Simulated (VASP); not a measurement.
# BP (zincblende type) (F-43m) in VASP: a series of runs

BP (zincblende type) is run at these levels: PBE; tasks: single point.

Everything below comes from runs of VASP 6.6.1. Logs are shortened: lines on timing, memory, paths and dates and some standing lists are left out, and cuts for length are marked.

## (1) The cell of the first run

The structure is cubic, space group F-43m (No. 216). Conventional cell: a = 3.727 Å, b = 3.727 Å, c = 3.727 Å, α = 90.00°, β = 90.00°, γ = 90.00°. B (site symmetry -43m) has 4 P at 1.61 Å within 2.1 Å. P (site symmetry -43m) has 4 B at 1.61 Å within 2.1 Å.

## (2) Single point, PBE (6.47 Å³/atom)

POSCAR

```
BP
1.0
    0.0000000000      1.8632966377      1.8632966377
    1.8632966377      0.0000000000      1.8632966377
    1.8632966377      1.8632966377      0.0000000000
B P
1 1
Direct
    0.0000000000      0.0000000000      0.0000000000
    0.2500000000      0.2500000000      0.2500000000
```

INCAR.step1

```
SYSTEM = BP
ALGO = Normal
EDIFF = 1E-6
ENCUT = 520
GGA = PE
ISIF = 2
ISMEAR = -1
LASPH = .TRUE.
LCHARG = .TRUE.
LREAL = .FALSE.
LWAVE = .FALSE.
NBANDS = 11
NELM = 60
PREC = Accurate
SIGMA = 0.08
```

KPOINTS.step1

```
k-points
0
G
  15 15 15
  0 0 0
```

INCAR.step2

```
SYSTEM = BP
ALGO = Normal
EDIFF = 1E-6
ENCUT = 520
GGA = PE
ICHARG = 11
ISIF = 2
ISMEAR = -5
LASPH = .TRUE.
LCHARG = .FALSE.
LORBIT = 10
LREAL = .FALSE.
LWAVE = .FALSE.
NEDOS = 2001
NELM = 60
PREC = Accurate
SIGMA = 0.08
```

KPOINTS.step2

```
k-points
0
G
  23 23 23
  0 0 0
```

Potentials or basis: VASP PAW PBE potentials, release 64 (B, P).

Command:

```sh
> cat potpaw_PBE.64/B/POTCAR potpaw_PBE.64/P/POTCAR > POTCAR
> cp INCAR.step1 INCAR
> cp KPOINTS.step1 KPOINTS
> mpirun -np 1 vasp_std > vasp.out
> cp INCAR.step2 INCAR
> cp KPOINTS.step2 KPOINTS
> mpirun -np 1 vasp_std > vasp.out
```

OUTCAR:

```text
SYSTEM = BP
   EDIFF = 1E-6
   ENCUT = 520
   GGA = PE
   ICHARG = 11
   ISIF = 2
   ISMEAR = -5
   LASPH = .TRUE.
   LORBIT = 10
   LREAL = .FALSE.
   NELM = 60
   PREC = Accurate

 ion  position               nearest neighbor table
   1  0.000  0.000  0.000-   2 1.61   2 1.61   2 1.61   2 1.61
   2  0.250  0.250  0.250-   1 1.61   1 1.61   1 1.61   1 1.61

  LATTYP: Found a face centered cubic cell.
 ALAT       =     3.7265932754

  Lattice vectors:

 A1 = (   0.0000000000,   1.8632966377,   1.8632966377)
 A2 = (   1.8632966377,   0.0000000000,   1.8632966377)
 A3 = (   1.8632966377,   1.8632966377,   0.0000000000)

Analysis of symmetry for initial positions (statically):
=====================================================================
 Subroutine PRICEL returns:
 Original cell was already a primitive cell.

 Routine SETGRP: Setting up the symmetry group for a
 face centered cubic supercell.

 Subroutine GETGRP returns: Found 24 space group operations
 (whereof 24 operations were pure point group operations)
 out of a pool of 48 trial point group operations.

The static configuration has the point symmetry T_d .

Analysis of symmetry for dynamics (positions and initial velocities):
=====================================================================
 Subroutine PRICEL returns:
 Original cell was already a primitive cell.

 Routine SETGRP: Setting up the symmetry group for a
 face centered cubic supercell.

 Subroutine GETGRP returns: Found 24 space group operations
 (whereof 24 operations were pure point group operations)
 out of a pool of 48 trial point group operations.

The dynamic configuration has the point symmetry T_d .

 Subroutine INISYM returns: Found 24 space group operations
 (whereof 24 operations are pure point group operations),
 and found     1 'primitive' translations

----------------------------------------------------------------------------------------

                                     Primitive cell

  volume of cell :      12.9383

  direct lattice vectors                    reciprocal lattice vectors
     0.000000000  1.863296638  1.863296638    -0.268341599  0.268341599  0.268341599
     1.863296638  0.000000000  1.863296638     0.268341599 -0.268341599  0.268341599
     1.863296638  1.863296638  0.000000000     0.268341599  0.268341599 -0.268341599

  length of vectors
     2.635099376  2.635099376  2.635099376     0.464781284  0.464781284  0.464781284

  position of ions in fractional coordinates (direct lattice)
     0.000000000  0.000000000  0.000000000
     0.250000000  0.250000000  0.250000000

  ion indices of the primitive-cell ions
   primitive index   ion index
                 1           1
                 2           2

----------------------------------------------------------------------------------------

 KPOINTS: k-points

Automatic generation of k-mesh.
 Grid dimensions read from file:
 generate k-points for:   23   23   23

 Generating k-lattice:

  Cartesian coordinates                     Fractional coordinates (reciprocal lattice)
    -0.011667026  0.011667026  0.011667026     0.043478261  0.000000000  0.000000000
     0.011667026 -0.011667026  0.011667026     0.000000000  0.043478261  0.000000000
     0.011667026  0.011667026 -0.011667026     0.000000000  0.000000000  0.043478261

  Length of vectors
     0.020207882  0.020207882  0.020207882

  Shift w.r.t. Gamma in fractional coordinates (k-lattice)
     0.000000000  0.000000000  0.000000000

 TETIRR: Found   1662 inequivalent tetrahedra from    73002

 Subroutine IBZKPT returns following result:
 ===========================================

 Found    364 irreducible k-points:

 Following reciprocal coordinates:
            Coordinates               Weight
  0.000000  0.000000  0.000000      1.000000
  0.043478  0.000000  0.000000      8.000000
  0.086957  0.000000  0.000000      8.000000
  0.130435  0.000000  0.000000      8.000000
  0.173913  0.000000  0.000000      8.000000
  0.217391  0.000000  0.000000      8.000000
[... 16 lines left out ...]
  0.478261  0.043478  0.000000     24.000000
 -0.478261  0.043478  0.000000     24.000000
 [... further k-points ...]
   k-points           NKPTS =    364   k-points in BZ     NKDIM =    364   number of bands    NBANDS=      8
   number of dos      NEDOS =   2001   number of ions     NIONS =      2
   total plane-waves  NPLWV =   8000
   dimension x,y,z NGX =    20 NGY =   20 NGZ =   20
   dimension x,y,z NGXF=    40 NGYF=   40 NGZF=   40
   ions per type =               1   1
   NGX,Y,Z   is equivalent  to a cutoff of  12.62, 12.62, 12.62 a.u.
   NGXF,Y,Z  is equivalent  to a cutoff of  25.24, 25.24, 25.24 a.u.
 SYSTEM =  BP
   PREC   = accura    normal or accurate (medium, high low for compatibility)
   ISTART =      0    job   : 0-new  1-cont  2-samecut
   ICHARG =     11    charge: 1-file 2-atom 10-const
   ISPIN  =      1    spin polarized calculation?
   LNONCOLLINEAR =      F non collinear calculations
   LSORBIT =      F    spin-orbit coupling
   LASPH  =      T    aspherical Exc in radial PAW
   ENCUT  =  520.0 eV  38.22 Ry    6.18 a.u.   4.90  4.90  4.90*2*pi/ulx,y,z
   NELM   =     60;   NELMIN=  2; NELMDL=  0     # of ELM steps
   EDIFF  = 0.1E-05   stopping-criterion for ELM
   LREAL  =      F    real-space projection
   EDIFFG = 0.1E-04   stopping-criterion for IOM
   NSW    =      0    number of steps for IOM
   IBRION =     -1    ionic relax: 0-MD 1-quasi-New 2-CG
   NFREE  =      0    steps in history (QN), initial steepest desc. (CG)
   ISIF   =      2    stress and relaxation
   ISYM   =      2    0-nonsym 1-usesym 2-fastsym
   POTIM  = 0.5000    time-step for ionic-motion
   TEBEG  =    0.0;   TEEND  =   0.0 temperature during run
   PSTRESS=    0.0 pullay stress
   NELECT =       8.0000    total number of electrons
   NUPDOWN=      -1.0000    fix difference up-down
   EMIN   =  10.00;   EMAX   =-10.00  energy-range for DOS
   EFERMI =   0.00;   METHOD = LEGACY
   ISMEAR =    -5;   SIGMA  =   0.08  broadening in eV -4-tet -1-fermi 0-gaus
   EFERMI_NEDOS =   21; number of points for ismear=-14 and -15
   IALGO  =     38    algorithm
   IMIX   =      4    mixing-type and parameters
     AMIX     =   0.40;   BMIX     =  1.00
     AMIX_MAG =   1.60;   BMIX_MAG =  1.00
  volume/ion in A,a.u.               =       6.47        43.66
  Fermi-wavevector in a.u.,A,eV,Ry     =   1.394696  2.635593 26.465731  1.945176
  Thomas-Fermi vector in A             =   2.518220
   LORBIT       =     10    0 simple, 1 ext, 2 COOP (PROOUT), +10 PAW based schemes
   GGA     = PE    functional components
   LHFCALC =     F    Hartree Fock is set to
   AEXX    =    0.0000 exact exchange contribution
   IVDW    =     0    specifies the selected vdW correction
   LEPSILON=     F    determine dielectric tensor
   LRPA    =     F    only Hartree local field effects (RPA)
 non-spin polarized calculation
 Fermi weights with tetrahedron method with Bloechl corrections
  energy-cutoff  :      520.00
  volume of cell :       12.94
 maximum number of plane-waves:       360

 number of electron       8.0000001 magnetization

 Free energy of the ion-electron system (eV)
  ---------------------------------------------------
  ext. energy  EPLUGINS =         0.00000000
  ---------------------------------------------------
  free energy    TOTEN  =        -7.01382320 eV

  energy without entropy =       -7.01382320  energy(sigma->0) =       -7.01382320

 E-fermi :  15.7692     XC(G=0): -13.6227

 val. band max:       15.7525224927   @ k =   0.0000   0.0000   0.0000
 cond. band min:      15.8382803138   @ k =   0.4783   0.4783   0.0000
 fundamental gap:      0.0857578212
 Fermi energy:        15.7691582888

 k-point     1 :       0.0000    0.0000    0.0000
  band No.  band energies     occupation
      1      -5.7047      2.00000
      2      15.7525      2.00000
      3      15.7525      2.00000
      4      15.7525      2.00000
      5      21.3795      0.00000
      6      21.3795      0.00000
      7      21.3795      0.00000
      8      30.3547      0.00000

 k-point     2 :       0.0435    0.0000    0.0000
  band No.  band energies     occupation
      1      -5.6523      2.00000
      2      15.3786      2.00000
      3      15.6772      2.00000
      4      15.6772      2.00000
      5      21.4992      0.00000
      6      21.4992      0.00000
      7      21.5835      0.00000
      8      30.0414      0.00000

 k-point     3 :       0.0870    0.0000    0.0000
  band No.  band energies     occupation
      1      -5.4952      2.00000
      2      14.4193      2.00000
      3      15.4746      2.00000
      4      15.4746      2.00000
      5      21.8169      0.00000
      6      21.8169      0.00000
      7      22.0466      0.00000
      8      29.3666      0.00000

 k-point     4 :       0.1304    0.0000    0.0000
  band No.  band energies     occupation
      1      -5.2336      2.00000
      2      13.1356      2.00000
      3      15.1966      2.00000
      4      15.1966      2.00000
      5      22.2218      0.00000
      6      22.2218      0.00000
      7      22.5484      0.00000
      8      28.7126      0.00000

 k-point     5 :       0.1739    0.0000    0.0000
  band No.  band energies     occupation
      1      -4.8684      2.00000
      2      11.6962      2.00000
      3      14.8923      2.00000
      4      14.8923      2.00000
      5      22.5537      0.00000
      6      22.5537      0.00000
      7      22.9794      0.00000
      8      28.3426      0.00000

 k-point     6 :       0.2174    0.0000    0.0000
  band No.  band energies     occupation
      1      -4.4004      2.00000
      2      10.1943      2.00000
      3      14.5964      2.00000
      4      14.5964      2.00000
      5      22.6557      0.00000
      6      22.6557      0.00000
      7      23.3126      0.00000
      8      28.4404      0.00000

 k-point     7 :       0.2609    0.0000    0.0000
  band No.  band energies     occupation
      1      -3.8313      2.00000
      2       8.6839      2.00000
      3      14.3298      2.00000
      4      14.3298      2.00000
      5      22.4941      0.00000
      6      22.4941      0.00000
      7      23.5537      0.00000
      8      29.0430      0.00000
[... 133 lines left out ...]
 k-point    20 :       0.3478    0.0435    0.0000
  band No.  band energies     occupation
      1      -2.6194      2.00000
      2       6.2753      2.00000
      3      13.5355      2.00000
      4      14.1003      2.00000
      5      21.3420      0.00000
      6      22.4719      0.00000
      7      24.0676      0.00000
      8      28.5687      0.00000

 k-point    21 :       0.3913    0.0435    0.0000
  band No.  band energies     occupation
      1      -1.7978      2.00000
      2       4.8879      2.00000
      3      13.4533      2.00000
      4      13.8636      2.00000
      5      21.0917      0.00000
      6      22.0692      0.00000
      7      24.1437      0.00000
      8      28.7074      0.00000

 k-point    22 :       0.4348    0.0435    0.0000
  band No.  band energies     occupation
      1      -0.9022      2.00000
      2       3.5905      2.00000
      3      13.4312      2.00000
      4      13.6614      2.00000
      5      20.9275      0.00000
      6      21.7268      0.00000
      7      24.1876      0.00000
      8      28.6678      0.00000

 k-point    23 :       0.4783    0.0435    0.0000
  band No.  band energies     occupation
      1       0.0009      2.00000
      2       2.4558      2.00000
      3      13.4659      2.00000
      4      13.4981      2.00000
      5      20.8735      0.00000
      6      21.4757      0.00000
      7      24.2082      0.00000
      8      28.6230      0.00000

 k-point    24 :      -0.4783    0.0435    0.0000
  band No.  band energies     occupation
      1       0.4134      2.00000
      2       1.9852      2.00000
      3      13.3783      2.00000
      4      13.5529      2.00000
      5      20.9377      0.00000
      6      21.3330      0.00000
      7      24.2123      0.00000
      8      28.6155      0.00000

 [... further k-points ...]

------------------------ aborting loop because EDIFF is reached ----------------------------------------

  FORCE on cell =-STRESS in cart. coord.  units (eV):
  Direction    XX          YY          ZZ          XY          YZ          ZX
  --------------------------------------------------------------------------------------
  -------------------------------------------------------------------------------------
  Total       22.9616636     22.9616636     22.9616636     -0.0000000      0.0000000     -0.0000000
  in kB     2843.3998482   2843.3998482   2843.3998482     -0.0000000      0.0000000     -0.0000000
  external PRESSURE =    2843.3998482 kB  Pullay stress =       0.0000000 kB

 VOLUME and BASIS-vectors are now :
 -----------------------------------------------------------------------------
  energy-cutoff  :      520.00
  volume of cell :       12.94
      direct lattice vectors                 reciprocal lattice vectors
     0.000000000  1.863296638  1.863296638    -0.268341599  0.268341599  0.268341599
     1.863296638  0.000000000  1.863296638     0.268341599 -0.268341599  0.268341599
     1.863296638  1.863296638  0.000000000     0.268341599  0.268341599 -0.268341599

 POSITION                                       TOTAL-FORCE (eV/Angst)
 -----------------------------------------------------------------------------------
      0.00000      0.00000      0.00000        -0.000000     -0.000000     -0.000000
      0.93165      0.93165      0.93165         0.000000      0.000000      0.000000
 -----------------------------------------------------------------------------------
    total drift:                               -0.000000     -0.000000     -0.000000

  FREE ENERGIE OF THE ION-ELECTRON SYSTEM (eV)
  ---------------------------------------------------
  free  energy   TOTEN  =        -7.0138232031 eV

  energy  without entropy=       -7.0138232031  energy(sigma->0) =       -7.01382320

 total charge

# of ion       s       p       d       tot
------------------------------------------
    1        0.911   2.263   0.000   3.174
    2        1.058   2.031   0.000   3.089
--------------------------------------------------
tot          1.969   4.294   0.000   6.263
```

Run time: 48 s. Hardware: 1 thread of Intel Xeon 8259CL, shared host; peak memory 0.15 GiB.

Results:

| Item | Value |
| --- | --- |
| Valence electrons inside the program's atomic spheres | B 3.17; P 3.09 |

## (3) Single point, PBE (11.76 Å³/atom)

This run uses another cell than the first one, of 11.76 Å³/atom.

POSCAR

```
BP
1.0
    0.0000000000      2.2741953670      2.2741953670
    2.2741953670      0.0000000000      2.2741953670
    2.2741953670      2.2741953670      0.0000000000
B P
1 1
Direct
    0.0000000000      0.0000000000      0.0000000000
    0.2500000000      0.2500000000      0.2500000000
```

INCAR.step1

```
SYSTEM = BP
PREC = Accurate
ENCUT = 520
EDIFF = 1E-7
ISMEAR = -1
SIGMA = 0.08
LREAL = .False.
LASPH = .True.
NELM = 60
ALGO = Normal
ISIF = 2
LWAVE = .False.
LCHARG = .True.
GGA = PE
NBANDS = 11
```

KPOINTS.step1

```
Automatic mesh
0
Gamma
  15 15 15
  0 0 0
```

INCAR.step2

```
SYSTEM = BP
PREC = Accurate
ENCUT = 520
EDIFF = 1E-7
ISMEAR = -5
SIGMA = 0.08
LREAL = .False.
LASPH = .True.
NELM = 60
ALGO = Normal
ISIF = 2
LWAVE = .False.
LCHARG = .False.
GGA = PE
LORBIT = 10
NEDOS = 1001
ICHARG = 11
```

KPOINTS.step2

```
Automatic mesh
0
Gamma
  23 23 23
  0 0 0
```

Potentials or basis: VASP PAW PBE potentials, release 64 (B, P).

Command:

```sh
> cat potpaw_PBE.64/B/POTCAR potpaw_PBE.64/P/POTCAR > POTCAR
> cp INCAR.step1 INCAR
> cp KPOINTS.step1 KPOINTS
> mpirun -np 1 vasp_std > vasp.out
> cp INCAR.step2 INCAR
> cp KPOINTS.step2 KPOINTS
> mpirun -np 1 vasp_std > vasp.out
```

Run time: 61 s. Hardware: 1 thread of Intel Xeon 8259CL, shared host; peak memory 0.19 GiB.

It converged, with:

```yaml
Valence_electrons_inside_the_program's_atomic_spheres: B 1.93; P 2.56
```

Levels at points of the mesh, in eV from the valence-band top:
```
           k point  band 2  band 3  band 4  band 5  band 6  band 7
(0.00, 0.00, 0.00)    0.00    0.00    0.00    3.39    3.39    3.39
```
